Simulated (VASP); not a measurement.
# TiC (rocksalt type): single point with PBE

Crystal: TiC (rocksalt type).

```
Ti C
1.0
     0.00000    2.14824    2.14824
     2.14824    0.00000    2.14824
     2.14824    2.14824    0.00000
Ti C
1 1
Direct
  0.00000 0.00000 0.00000
  0.50000 0.50000 0.50000
```

This cell differs from its parent crystal: volume scaled by 0.975.

```json
{
 "Program": "VASP 6.6.1",
 "Task": "single point",
 "Functional": "PBE",
 "Potentials or basis": "VASP PAW PBE potentials, release 64 (Ti_sv, C)",
 "Cutoff": "520 eV",
 "k mesh": "14 × 14 × 14",
 "Occupations": "fermi-dirac, width 0.03 eV",
 "Spin": "no spin polarisation",
 "Dipole correction": "no",
 "Further INCAR settings": "ALGO = Normal; EDIFF = 1e-07; NBANDS = 15"
}
```

The pressure is 6.9 GPa and the band gap on the k mesh is zero (band 8 reaches 10.40 eV, above the bottom of band 9 at 9.29 eV).

Levels at points of the mesh, in eV from the Fermi level:
```csv
k point,band 6,band 7,band 8,band 9,band 10,band 11
"(0.00, 0.00, 0.00)",0.70,0.70,0.70,1.71,1.71,1.71
"(0.50, 0.00, 0.00)",-5.95,-2.97,-2.97,3.01,3.01,4.24
"(0.50, 0.50, 0.00)",-3.45,-1.69,-0.02,-0.02,2.80,3.63
```

Wall time 13 s on 1 thread of Intel(R) Xeon(R) 6975P-C (Granite Rapids) (shared host), peak memory 0.15 GiB.
